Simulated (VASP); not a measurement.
Input of a VASP 6.6.1 run:

File INCAR:

```
SYSTEM = BiSb
  PREC = Accurate
  ENCUT = 500
  EDIFF = 1E-6
  ISMEAR = 0
  SIGMA = 0.02
  LREAL = .False.
  LASPH = .True.
  NELM = 120
  ALGO = Normal
  ISIF = 2
  LWAVE = .False.
  LCHARG = .False.
  GGA = CA
  NBANDS = 17
  GGA_COMPAT = .False.
```

Contents of KPOINTS:

```
regular mesh
0
Gamma
  10 10 10
  0 0 0
```

Contents of POSCAR:

```
BiSb
1.0
    3.8063000000      0.0000000000      0.0000000000
    0.0000000000      3.8063000000      0.0000000000
    0.0000000000      0.0000000000      3.8063000000
Sb Bi
1 1
Direct
    0.0000000000      0.0000000000      0.0000000000
    0.5000000000      0.5000000000      0.5000000000
```

Potentials or basis: VASP PAW LDA potentials, release 64 (Sb, Bi_d).

The run is started by

```console
$ cat potpaw_LDA.64/Sb/POTCAR potpaw_LDA.64/Bi_d/POTCAR > POTCAR
$ mpirun -np 1 vasp_std > vasp.out
```

Task: Estimate the pressure.

Result: 0.2 GPa.

Task: Predict the band gap on the k mesh.

Result: Zero (band 10 reaches 10.08 eV, above the bottom of band 11 at 6.02 eV).

Caveat: spin-orbit coupling is left out, which moves the levels of the heavy elements.
